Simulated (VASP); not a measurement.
Set up this calculation in VASP 6.6.1, as the native input.

* Task: single point
* Functional: PBE
* Potentials or basis: VASP PAW PBE potentials, release 64 (Eu, S)
* Cutoff: 600 eV
* k mesh: 8 × 8 × 8
* Occupations: gaussian, width 0.011 eV
* Spin: collinear spin, ferromagnetic start
* Starting moments: [7.0, 0.0] μB
* Dipole correction: no
* Further INCAR settings: ALGO = Normal; EDIFF = 1e-06; NBANDS = 22

The structure of EuS lies in POSCAR:

```
EuS
1.0
    0.0000000000      2.9785000000      2.9785000000
    2.9785000000      0.0000000000      2.9785000000
    2.9785000000      2.9785000000      0.0000000000
Eu S
1 1
Direct
    0.0000000000      0.0000000000      0.0000000000
    0.5000000000      0.5000000000      0.5000000000
```

These files were run (other wordings do the same):

INCAR

```
ALGO     = Normal         # electronic algorithm
EDIFF    = 1E-6           # SCF threshold, eV
ENCUT    = 600            # plane-wave cutoff, eV
GGA      = PE             # functional
GGA_COMPAT= F            
ISIF     = 2              # what is computed and relaxed
ISMEAR   = 0              # smearing method
ISPIN    = 2              # spin polarisation
LASPH    = T              # aspherical terms in the spheres
LCHARG   = T              # write CHGCAR
LELF     = T              # ELF
LMAXMIX  = 6              # l up to which the mixer works
LORBIT   = 11             # projections on sites
LREAL    = F              # projectors in reciprocal space
LVHAR    = T            
LWAVE    = F              # write WAVECAR
MAGMOM   = 7 0            # initial moments
NBANDS   = 22             # bands
NELM     = 200            # most SCF steps
PREC     = Accurate       # precision mode
SIGMA    = 0.011          # smearing width, eV
```

KPOINTS

```
k-points
0
Gamma
  8 8 8
```

Potentials or basis: VASP PAW PBE potentials, release 64 (Eu, S).

The run is started by

```bash
$ cat potpaw_PBE.64/Eu/POTCAR potpaw_PBE.64/S/POTCAR > POTCAR
$ mpirun -np 1 vasp_std > vasp.out
```

Results of the run:

| Item | Value |
| --- | --- |
| Pressure | -2.8 GPa |
| Band gap on the k mesh | zero (filled and empty bands overlap) |
| Net moment | 6.99 μB per cell |
| Site moments | Eu +6.59; S -0.07 μB |
| Valence electrons inside the program's atomic spheres | Eu 14.75; S 3.75 |

Caveat: spin-orbit coupling is left out, which moves the levels of the heavy elements; a cell with one magnetic atom can't hold antiferromagnetic order, which such compounds often take; semilocal functionals describe open f shells poorly, which spoils levels, moments and volumes.

It took 92 s on 1 thread of Intel(R) Xeon(R) Platinum 8488C (Sapphire Rapids) (shared host), peak memory 0.29 GiB.
